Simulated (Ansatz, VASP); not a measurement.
# Sc in VASP and in Ansatz

Contents of INCAR:

```
ALGO = Normal
EDIFF = 1E-6
ENCUT = 520
GGA = PE
ISIF = 2
ISMEAR = -1
LASPH = T
LCHARG = T
LELF = T
LREAL = F
LVHAR = T
LWAVE = F
NBANDS = 12
NELM = 100
PREC = Accurate
SIGMA = 0.08
```

File KPOINTS:

```
k-points
0
Gamma
  13 13 13
```

Contents of POSCAR:

```
Sc
1.0
    2.5053692244      0.0000000000      0.0000000000
    0.0000000000      2.5053692244      0.0000000000
    0.0000000000      0.0000000000      2.5053692244
Sc
1
Direct
    0.0000000000      0.0000000000      0.0000000000
```

Input for Ansatz:

```yaml
crystal:
  lattice:
    - [2.5053692244, 0.0, 0.0]
    - [0.0, 2.5053692244, 0.0]
    - [0.0, 0.0, 2.5053692244]
  atoms:
    - { symbol: Sc, position: [0.0, 0.0, 0.0] }
kpoints:
  mp_grid: { grid: [13, 13, 13] }
scf:
  occupations: { method: fermi_dirac, width: 0.08 }
hamiltonian:
  xc: pbe
  pseudopotentials: { kind: all_electron, lapw: { basis_error: 0.001 } }
output:
  forces: true
  stress: true
  eigenvalues: true
  populations: true
```

Change from the starting cell: volume scaled by 0.6, LAPW.

Alike in both runs: task single point; functional PBE; k mesh 13 × 13 × 13; occupations fermi-dirac, width 0.08 eV; no spin polarisation.

|  | VASP | Ansatz |
| --- | --- | --- |
| version | VASP 6.6.1 | Ansatz 0.2.0 |
| potentials or method | VASP PAW PBE potentials, release 64 (Sc_sv), cutoff 520 eV | all-electron LAPW, scalar-relativistic |

Ansatz gave:

| Property | Result |
| --- | --- |
| pressure (GPa) | 38.0 |

What did VASP give for the same quantities?

Pressure (GPa): 38.7.

Both programs put the cell under a high pressure, so it lies far from rest at this level. Ansatz ran all-electron here, and VASP with PAW potentials.
